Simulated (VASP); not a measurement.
Write the native input for VASP 6.6.1 that does the following.

```
Task                   : single point
Functional             : r2SCAN
Potentials or basis    : VASP PAW PBE potentials, release 64 (Mo_sv, Se)
Cutoff                 : 520 eV
k mesh                 : 12 × 12 × 12
Occupations            : gaussian, width 0.1 eV
Spin                   : no spin polarisation
Hubbard terms          : Mo d U = 4.38 eV
Dipole correction      : no
Further INCAR settings : ALGO = Normal; EDIFF = 1e-06; NBANDS = 17
```

The system is MoSe.

```
Mo Se
1.0
     3.34475    0.00000    0.00000
     0.00000    3.34475    0.00000
     0.00000    0.00000    3.34475
Mo Se
1 1
Direct
  0.00000 0.00000 0.00000
  0.50000 0.50000 0.50000
```

These files were run (other wordings do the same):

POSCAR

```
MoSe
1.0
    3.3447486230      0.0000000000      0.0000000000
    0.0000000000      3.3447486230      0.0000000000
    0.0000000000      0.0000000000      3.3447486230
Mo Se
1 1
Direct
    0.0000000000      0.0000000000      0.0000000000
    0.5000000000      0.5000000000      0.5000000000
```

INCAR.step1

```
ALGO = Normal ; EDIFF = 1E-4
ENCUT = 520 ; GGA = PE
ISMEAR = 0 ; LASPH = T
LCHARG = F ; LDAU = T
LDAUJ = 0 0 ; LDAUL = 2 -1
LDAUTYPE = 2 ; LDAUU = 4.38 0
LMAXMIX = 4 ; LREAL = F
LWAVE = T ; NBANDS = 17
NELM = 150 ; PREC = Accurate
SIGMA = 0.1
```

INCAR.step2

```
ALGO = Normal ; EDIFF = 1E-6
ENCUT = 520 ; ISIF = 2
ISMEAR = 0 ; ISTART = 1
LASPH = T ; LCHARG = T
LDAU = T ; LDAUJ = 0 0
LDAUL = 2 -1 ; LDAUPRINT = 1
LDAUTYPE = 2 ; LDAUU = 4.38 0
LELF = T ; LMAXMIX = 4
LMIXTAU = T ; LREAL = F
LVHAR = T ; LWAVE = F
METAGGA = R2SCAN ; NBANDS = 17
NELM = 150 ; PREC = Accurate
SIGMA = 0.1
```

KPOINTS

```
k-points
0
Gamma
  12 12 12
```

Potentials or basis: VASP PAW PBE potentials, release 64 (Mo_sv, Se).

Launch:

```bash
$ cat potpaw_PBE.64/Mo_sv/POTCAR potpaw_PBE.64/Se/POTCAR > POTCAR
$ cp INCAR.step1 INCAR
$ mpirun -np 1 vasp_std > vasp.out
$ cp INCAR.step2 INCAR
$ mpirun -np 1 vasp_std > vasp.out
```

Results of the run:

```yaml
Pressure: -1.0 GPa
Band_gap_on_the_k_mesh: 0.55 eV (least direct gap 0.68 eV)
```

Caveat: semilocal functionals underestimate gaps, and a narrow one can read as zero; the PAW data sets were made with another functional, which shifts forces and pressure a little.

Wall time 4.4 min on 1 thread of AMD EPYC 9R45 96-Core Processor (Zen 5), on a shared host, peak memory 0.17 GiB.
